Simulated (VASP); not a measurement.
Runs of VASP 6.6.1 on In4Sb3As. The structure is that of space group P-4m2 (No. 115), or close to it. The cells are those of the table. 

| cell | gap on the mesh (eV) | pressure (GPa) | largest force (eV/Å) |
| --- | --- | --- | --- |
| a = 4.527, b = 4.527, c = 12.751 Å, 8 atoms | none | 2.9 | 0.05 |
| a = 4.712, b = 4.712, c = 13.272 Å, 8 atoms | none | -1.9 | 0.03 |
| a = 4.621, b = 4.621, c = 13.017 Å, 8 atoms | none | (b) | - |
| a = 4.667, b = 4.667, c = 13.146 Å, 8 atoms | none | (a) | 0.01 |
| a = 4.575, b = 4.575, c = 12.885 Å, 8 atoms | none | 1.4 | 0.02 |

Alike in all rows: task single point; level PBE; potentials or basis VASP PAW PBE potentials, release 64 (As, In_d, Sb); no spin polarisation; k mesh 4 × 4 × 2; cutoff (eV) 520; smearing fermi-dirac 0.02 eV.

**Question.** Fill in the values left out.

**Answer.** (a) -1.0; (b) 0.1.

Caveats: semilocal functionals underestimate gaps, so a narrow gap can read as zero; spin-orbit coupling is left out, which moves the levels of the heavy elements.

A k mesh can miss the band edges, and the runs leave out spin-orbit coupling on As, In, Sb.

A gap of «none» marks levels without a gap at the run's occupations.
